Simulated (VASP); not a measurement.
Here is a VASP 6.6.1 calculation.

Contents of INCAR:

```
SYSTEM = Hf2Si
PREC = Accurate
ENCUT = 520
EDIFF = 1E-6
ISMEAR = 0
SIGMA = 0.1
LREAL = .False.
LASPH = .True.
NELM = 60
ALGO = Fast
ISIF = 2
LWAVE = .False.
LCHARG = .True.
GGA = PS
LELF = .True.
LVHAR = .True.
NBANDS = 33
```

File KPOINTS:

```
Automatic mesh
0
Gamma
  10 10 10
  0 0 0
```

POSCAR

```
Hf2Si
1.0
   -2.8809471578      2.8809471578      2.3524866804
    2.8809471578     -2.8809471578      2.3524866804
    2.8809471578      2.8809471578     -2.3524866804
Hf Si
4 2
Direct
    0.8471590497      0.6528409503      0.5000000000
    0.3471590497      0.8471590497      0.1943180994
    0.1528409503      0.3471590497      0.5000000000
    0.6528409503      0.1528409503      0.8056819006
    0.7500000000      0.7500000000      0.0000000000
    0.2500000000      0.2500000000      0.0000000000
```

Potentials or basis: VASP PAW PBE potentials, release 64 (Hf_pv, Si).

Run with:

```sh
$ cat potpaw_PBE.64/Hf_pv/POTCAR potpaw_PBE.64/Si/POTCAR > POTCAR
$ mpirun -np 1 vasp_std > vasp.out
```

Question: What does it give for the largest force?

Answer: 0.058 eV/Å.

Question: What does it give for the band gap on the k mesh?

Answer: Zero (bands 24 and 25 overlap by 1.18 eV).

Question: Predict the pressure.

Answer: 91.3 GPa.

Stress tensor (GPa, compression positive):
```
91.45  0.00  0.00
 0.00 91.45  0.00
 0.00  0.00 90.98
```

Caveat: the cell stands under pressure; the PAW data sets were made with another functional, which shifts forces and pressure a little; spin-orbit coupling is left out, which moves the levels of the heavy elements.
